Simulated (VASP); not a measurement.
Wanted: the native input for a VASP 6.6.1 run.

```
Task                   : single point
Functional             : LDA
Potentials or basis    : VASP PAW LDA potentials, release 64 (Fe_sv, Sb_d_GW)
Cutoff                 : 690 eV
k mesh                 : 8 × 8 × 6
Occupations            : fermi-dirac, width 0.1 eV
Spin                   : collinear spin, ferromagnetic start
Starting moments       : [3.0, 3.0, 0.0, 0.0] μB
Dipole correction      : no
Further INCAR settings : ALGO = Normal; EDIFF = 1e-06; NBANDS = 43
```

The structure of FeSb lies in POSCAR:

```
FeSb
1.0
    4.2163052107      0.0000000000      0.0000000000
   -2.1081526054      3.6514274226      0.0000000000
    0.0000000000      0.0000000000      5.3274989485
Fe Sb
2 2
Direct
    0.0000000000      0.0000000000      0.0000000000
    0.0000000000      0.0000000000      0.5000000000
    0.3333333333      0.6666666667      0.2500000000
    0.6666666667      0.3333333333      0.7500000000
```

The input as run:

INCAR

```
SYSTEM = FeSb
PREC = Accurate
ENCUT = 690
EDIFF = 1E-6
ISMEAR = -1
SIGMA = 0.1
LREAL = .False.
LASPH = .True.
NELM = 200
ALGO = Normal
ISIF = 2
LWAVE = .False.
LCHARG = .True.
ISPIN = 2
MAGMOM = 3 3 0 0
LORBIT = 11
LMAXMIX = 4
LELF = .True.
LVHAR = .True.
NBANDS = 43
GGA_COMPAT = .False.
```

KPOINTS

```
Automatic mesh
0
Gamma
  8 8 6
  0 0 0
```

Potentials or basis: VASP PAW LDA potentials, release 64 (Fe_sv, Sb_d_GW).

The run is started by

```bash
$ cat potpaw_LDA.64/Fe_sv/POTCAR potpaw_LDA.64/Sb_d_GW/POTCAR > POTCAR
$ mpirun -np 1 vasp_std > vasp.out
```

Results of the run:

```json
{"Pressure": "-17.2 GPa", "Net moment": "3.90 μB per cell", "Site moments": "Fe +1.94; Sb -0.07 μB", "Valence electrons inside the program's atomic spheres": "Fe 13.75; Sb 12.71"}
```

Caveat: the cell stands under tension; the run started ferromagnetic, and an antiferromagnetic order may lie lower in energy.

Wall time 5 min on 1 thread of Intel(R) Xeon(R) Platinum 8488C (Sapphire Rapids), with other jobs on the host, peak memory 0.45 GiB.
